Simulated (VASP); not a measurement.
Input of a VASP 6.6.1 run:

The input POSCAR:

```
AgI
1.0
    0.0000000000      3.2790904105      3.2790904105
    3.2790904105      0.0000000000      3.2790904105
    3.2790904105      3.2790904105      0.0000000000
Ag I
1 1
Direct
    0.0000000000      0.0000000000      0.0000000000
    0.2500000000      0.2500000000      0.2500000000
```

Contents of INCAR.step1:

```
SYSTEM = AgI
PREC = Accurate
ENCUT = 550
ISMEAR = 0
SIGMA = 0.01
LREAL = .FALSE.
LASPH = .TRUE.
NELM = 120
NBANDS = 16
GGA = PE
ALGO = Normal
EDIFF = 1E-5
LWAVE = .TRUE.
LCHARG = .FALSE.
GGA_COMPAT = .FALSE.
```

File INCAR.step2:

```
SYSTEM = AgI
PREC = Accurate
ENCUT = 550
EDIFF = 1E-6
ISMEAR = 0
SIGMA = 0.01
LREAL = .FALSE.
LASPH = .TRUE.
NELM = 120
ALGO = Normal
ISIF = 2
LWAVE = .FALSE.
LCHARG = .FALSE.
METAGGA = R2SCAN
LMIXTAU = .TRUE.
NBANDS = 16
ISTART = 1
GGA_COMPAT = .FALSE.
```

KPOINTS

```
Automatic mesh
0
G
  5 5 5
  0 0 0
```

Potentials or basis: VASP PAW PBE potentials, release 64 (Ag, I).

Launch:

```sh
$ cat potpaw_PBE.64/Ag/POTCAR potpaw_PBE.64/I/POTCAR > POTCAR
$ cp INCAR.step1 INCAR
$ mpirun -np 1 vasp_std > vasp.out
$ cp INCAR.step2 INCAR
$ mpirun -np 1 vasp_std > vasp.out
```

(1) Predict the pressure.

(2) Predict the band gap on the k mesh.

## Answers

(1) 0.2 GPa.

(2) 1.79 eV.

Caveat: the PAW data sets were made with another functional, which shifts forces and pressure a little; spin-orbit coupling is left out, which moves the levels of the heavy elements.
